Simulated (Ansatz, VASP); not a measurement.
# BaF2 in VASP and in Ansatz

```
CELL_PARAMETERS angstrom
0.00000 3.12171 -3.12171
6.24342 0.00000 0.00000
-3.12171 -6.24342 -3.12171
ATOMIC_POSITIONS crystal
Ba 0.00000 0.00000 0.00000
Ba 0.33333 0.33333 0.66667
Ba 0.66667 0.66667 0.33333
F 0.16667 0.41667 0.33333
F 0.50000 0.75000 0.00000
F 0.83333 0.08333 0.66667
F 0.83333 0.58333 0.66667
F 0.16667 0.91667 0.33333
F 0.50000 0.25000 0.00000
```

Alike in both runs: task single point; functional PBEsol; k mesh 6 × 6 × 6; occupations gaussian, width 0.02 eV; no spin polarisation.

```csv
,VASP,Ansatz
version,VASP 6.6.1,Ansatz 0.2.0
potentials or method,"VASP PAW PBE potentials, release 64 (Ba_sv, F)","scalar-relativistic, plane waves, PAW"
plane-wave cutoff (eV),600,420
valence electrons in the cell,72,72
```

```tsv
	VASP	Ansatz	Ansatz less VASP
gap on the k mesh at the Fermi level (eV)	6.54	6.61	+0.072
pressure (GPa)	-1.9	-2.8	-0.94
```

VASP's potentials were made for PBE, not for PBEsol. With one functional, cell and mesh, what is left measures potentials, basis and numerics.

Neither program's run includes spin-orbit coupling.
